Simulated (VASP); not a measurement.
Write the native input for VASP 6.6.1 that does the following.

* Task: single point
* Functional: PBE
* Potentials or basis: VASP PAW PBE potentials, release 64 (Sr_sv, Tl_d, B)
* Cutoff: 520 eV
* k mesh: 4 × 4 × 4
* Occupations: gaussian, width 0.1 eV
* Spin: no spin polarisation
* Dipole correction: no
* Further INCAR settings: ALGO = Normal; EDIFF = 1e-06; NBANDS = 30

The structure of SrTlB6 lies in POSCAR:

```
SrTlB6
1.0
    5.2950363141      0.0000000000      0.0000000000
    0.0000000000      5.2950363141      0.0000000000
    0.0000000000      0.0000000000      7.0868165438
Sr Tl B
1 1 6
Direct
    0.0000000000      0.0000000000      0.5000000000
    0.0000000000      0.0000000000      0.0000000000
    0.0000000000      0.5000000000      0.0000000000
    0.5000000000      0.0000000000      0.0000000000
    0.6486272780      0.6486272780      0.5000000000
    0.3513727220      0.3513727220      0.5000000000
    0.3513727220      0.6486272780      0.5000000000
    0.6486272780      0.3513727220      0.5000000000
```

The cell was built from a structure type or drawn by symmetry, and may not be a known phase.

These files were run (other wordings do the same):

INCAR

```
SYSTEM = SrTlB6
PREC = Accurate
ENCUT = 520
EDIFF = 1E-6
ISMEAR = 0
SIGMA = 0.1
LREAL = .FALSE.
LASPH = .TRUE.
NELM = 100
ALGO = Normal
ISIF = 2
LWAVE = .FALSE.
LCHARG = .TRUE.
GGA = PE
LELF = .TRUE.
LVHAR = .TRUE.
NBANDS = 30
```

KPOINTS

```
Automatic mesh
0
G
  4 4 4
  0 0 0
```

Potentials or basis: VASP PAW PBE potentials, release 64 (Sr_sv, Tl_d, B).

The run is started by

```console
$ cat potpaw_PBE.64/Sr_sv/POTCAR potpaw_PBE.64/Tl_d/POTCAR potpaw_PBE.64/B/POTCAR > POTCAR
$ mpirun -np 1 vasp_std > vasp.out
```

It gave:

```json
{
  "Pressure": "0.1 GPa",
  "Largest force": "0.007 eV/Å",
  "Band gap on the k mesh": "zero (an odd number of electrons rules out a gap without spin polarisation)"
}
```

Caveat: spin-orbit coupling is left out, which moves the levels of the heavy elements.

Wall time 2 min on 1 thread of Intel(R) Xeon(R) Platinum 8488C (Sapphire Rapids), with other jobs on the host, peak memory 0.34 GiB.
